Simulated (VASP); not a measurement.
Wanted: the native input for a VASP 6.6.1 run.

| Quantity | Value |
| --- | --- |
| Task | single point |
| Functional | PBE |
| Potentials or basis | VASP PAW PBE potentials, release 64 (W_sv, S) |
| Cutoff | 520 eV |
| k mesh | 11 × 11 × 6 |
| Occupations | fermi-dirac, width 0.05 eV |
| Spin | no spin polarisation |
| Dipole correction | no |
| k mesh for the DOS | 17 × 17 × 9 |
| Occupations for the DOS | tetrahedron |
| Further INCAR settings | ALGO = Normal; EDIFF = 1e-06 |

WS2 (CdI2 type):

```
CELL_PARAMETERS angstrom
3.21100 0.00000 0.00000
-1.60550 2.78081 0.00000
0.00000 0.00000 7.07082
ATOMIC_POSITIONS crystal
W 0.00000 0.00000 0.00000
S 0.33333 0.66667 0.22301
S 0.66667 0.33333 0.77699
```

The input as run:

POSCAR

```
WS2
1.0
    3.2110037968      0.0000000000      0.0000000000
   -1.6055018984      2.7808108597      0.0000000000
    0.0000000000      0.0000000000      7.0708228609
W S
1 2
Direct
    0.0000000000      0.0000000000      0.0000000000
    0.3333333333      0.6666666667      0.2230095620
    0.6666666667      0.3333333333      0.7769904380
```

INCAR.step1

```
PREC = Accurate
ENCUT = 520
EDIFF = 1E-6
ISMEAR = -1
SIGMA = 0.05
LREAL = False
LASPH = True
NELM = 60
ALGO = Normal
ISIF = 2
LWAVE = False
LCHARG = True
LMAXMIX = 4
GGA = PE
NBANDS = 20
```

KPOINTS.step1

```
Automatic mesh
0
Gamma
  11 11 6
```

INCAR.step2

```
PREC = Accurate
ENCUT = 520
EDIFF = 1E-6
ISMEAR = -5
SIGMA = 0.05
LREAL = False
LASPH = True
NELM = 60
ALGO = Normal
ISIF = 2
LWAVE = False
LCHARG = False
LMAXMIX = 4
GGA = PE
LORBIT = 11
NEDOS = 2001
ICHARG = 11
```

KPOINTS.step2

```
Automatic mesh
0
Gamma
  17 17 9
```

Potentials or basis: VASP PAW PBE potentials, release 64 (W_sv, S).

The run is started by

```sh
$ cat potpaw_PBE.64/W_sv/POTCAR potpaw_PBE.64/S/POTCAR > POTCAR
$ cp INCAR.step1 INCAR
$ cp KPOINTS.step1 KPOINTS
$ mpirun -np 1 vasp_std > vasp.out
$ cp INCAR.step2 INCAR
$ cp KPOINTS.step2 KPOINTS
$ mpirun -np 1 vasp_std > vasp.out
```

It gave:

```yaml
Valence_electrons_inside_the_program's_atomic_spheres: W 11.95; S 3.70
```

Run time: 4.3 min on 1 thread of Intel Xeon 8259CL (shared host), peak memory 0.38 GiB.
